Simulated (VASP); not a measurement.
A run of VASP 6.6.1:

Contents of INCAR:

```
SYSTEM = Cd48Se49
ALGO = Normal
EDIFF = 1E-6
ENCUT = 520
GGA = PS
ISIF = 2
ISMEAR = -1
ISYM = 0
LASPH = .True.
LCHARG = .False.
LREAL = Auto
LUSENCCL = .False.
LWAVE = .False.
NBANDS = 489
NELECT = 872.0
NELM = 80
PREC = Accurate
SIGMA = 0.05
```

KPOINTS

```
Automatic mesh
0
Gamma
  1 1 1
  0.25 0.25 0.25
```

Contents of POSCAR:

```
Cd48Se49
1.0
   12.9066740000      0.0000000000      0.0000000000
    0.0000000000     14.9033430000      0.0000000000
    0.0000000000      0.0000000000     14.0415350000
Cd Se
48 49
Direct
    0.0010570000      0.1637600000      0.0061460000
    0.9990030000      0.1704840000      0.5012910000
    0.3318530000      0.1637040000      0.0059370000
    0.3338030000      0.1701740000      0.5013720000
    0.1663760000      0.4206490000      0.0091370000
    0.1666900000      0.4130700000      0.4975050000
    0.9970150000      0.6645530000      0.9929960000
    0.9998330000      0.6668430000      0.4980170000
    0.6665070000      0.1696870000      0.9971780000
    0.6664060000      0.1661850000      0.4990640000
    0.5012010000      0.4174140000      0.9929670000
    0.5085290000      0.4217500000      0.5094530000
    0.3361330000      0.6646050000      0.9927860000
    0.3329270000      0.6669280000      0.4982610000
    0.1666110000      0.9122260000      0.0002010000
    0.1664720000      0.9182420000      0.5017220000
    0.8317320000      0.4174910000      0.9929200000
    0.8244730000      0.4221200000      0.5100330000
    0.6665300000      0.6666100000      0.9909780000
    0.6663090000      0.6593860000      0.5092280000
    0.4972750000      0.9200480000      0.0044800000
    0.5030290000      0.9140400000      0.5005690000
    0.8357620000      0.9199780000      0.0043980000
    0.8300040000      0.9140870000      0.5007030000
    0.1664710000      0.0816550000      0.2540260000
    0.1666320000      0.0681580000      0.7527440000
    0.9959790000      0.3350860000      0.2532030000
    0.0192680000      0.3220570000      0.7636990000
    0.5008930000      0.0840910000      0.2534870000
    0.4984720000      0.0926540000      0.7491120000
    0.3367690000      0.3351500000      0.2528810000
    0.3137750000      0.3222010000      0.7639170000
    0.1664990000      0.5859890000      0.2513450000
    0.1665190000      0.5840770000      0.7448110000
    0.9999390000      0.8316150000      0.2509510000
    0.9934080000      0.8277420000      0.7477530000
    0.8319070000      0.0840530000      0.2535870000
    0.8346430000      0.0926880000      0.7491630000
    0.6664550000      0.3329540000      0.2457190000
    0.6664520000      0.3470080000      0.7368400000
    0.4983840000      0.5843580000      0.2437100000
    0.5166950000      0.5758500000      0.7334060000
    0.3328940000      0.8314480000      0.2509510000
    0.3401680000      0.8275060000      0.7474900000
    0.8345500000      0.5843220000      0.2436950000
    0.8167080000      0.5764510000      0.7333840000
    0.6664400000      0.8299860000      0.2502980000
    0.6666920000      0.8594650000      0.7619070000
    0.0001200000      0.1664230000      0.1933750000
    0.0090520000      0.1611080000      0.6890680000
    0.3328070000      0.1664370000      0.1931970000
    0.3240810000      0.1612180000      0.6891510000
    0.1663480000      0.4173750000      0.1956880000
    0.1664600000      0.4171250000      0.6857340000
    0.0018620000      0.6676620000      0.1813250000
    0.9940670000      0.6620060000      0.6859460000
    0.6664780000      0.1649100000      0.1850790000
    0.6665890000      0.1723830000      0.6873170000
    0.5001880000      0.4168400000      0.1818680000
    0.4743520000      0.4003490000      0.6999190000
    0.3311800000      0.6675530000      0.1811450000
    0.3393520000      0.6615620000      0.6861620000
    0.1665210000      0.9159580000      0.1884100000
    0.1667970000      0.9044390000      0.6887550000
    0.8328370000      0.4167920000      0.1818500000
    0.8585830000      0.4008810000      0.7005450000
    0.6664760000      0.6663740000      0.1801340000
    0.6665820000      0.6991590000      0.7005650000
    0.4993550000      0.9170360000      0.1917840000
    0.4962010000      0.9259630000      0.6881150000
    0.8335490000      0.9170790000      0.1917170000
    0.8372550000      0.9259510000      0.6882300000
    0.1662770000      0.0851150000      0.4411230000
    0.1663260000      0.0798220000      0.9408400000
    0.9934870000      0.3366350000      0.4404440000
    0.0044450000      0.3309260000      0.9491680000
    0.4985470000      0.0817670000      0.4405330000
    0.4986570000      0.0853280000      0.9379400000
    0.3392580000      0.3361720000      0.4401560000
    0.3282250000      0.3310080000      0.9493620000
    0.1663980000      0.5824250000      0.4383550000
    0.1664710000      0.5827270000      0.9342290000
    0.0003970000      0.8349270000      0.4384640000
    0.9978590000      0.8333790000      0.9365190000
    0.8342370000      0.0818030000      0.4406290000
    0.8341980000      0.0853010000      0.9379870000
    0.6665910000      0.3281960000      0.4306470000
    0.6664120000      0.3338580000      0.9300640000
    0.4942280000      0.5864720000      0.4282990000
    0.5014030000      0.5824720000      0.9270830000
    0.3323860000      0.8349280000      0.4384630000
    0.3351720000      0.8334090000      0.9363240000
    0.8381890000      0.5866040000      0.4282350000
    0.8315770000      0.5825740000      0.9271420000
    0.6664870000      0.8275630000      0.4382720000
    0.6664110000      0.8398890000      0.9474720000
    0.6663220000      0.5037850000      0.6057480000
```

Potentials or basis: VASP PAW PBE potentials, release 64 (Cd, Se).

The run is started by

```bash
$ cat potpaw_PBE.64/Cd/POTCAR potpaw_PBE.64/Se/POTCAR > POTCAR
$ mpirun -np 1 vasp_std > vasp.out
```

Hardware: 1 × NVIDIA H100 80GB with 1 thread of AMD EPYC 7R13 Processor (Zen 3), on a shared host.

**Question.** Estimate the wall time of this run.

**Answer.** Run time: 7.2 min on 1 × NVIDIA H100 80GB with 1 thread of AMD EPYC 7R13 Processor (Zen 3) (shared host), peak memory 4.3 GiB. Counts: scf iterations 17, k points 4.
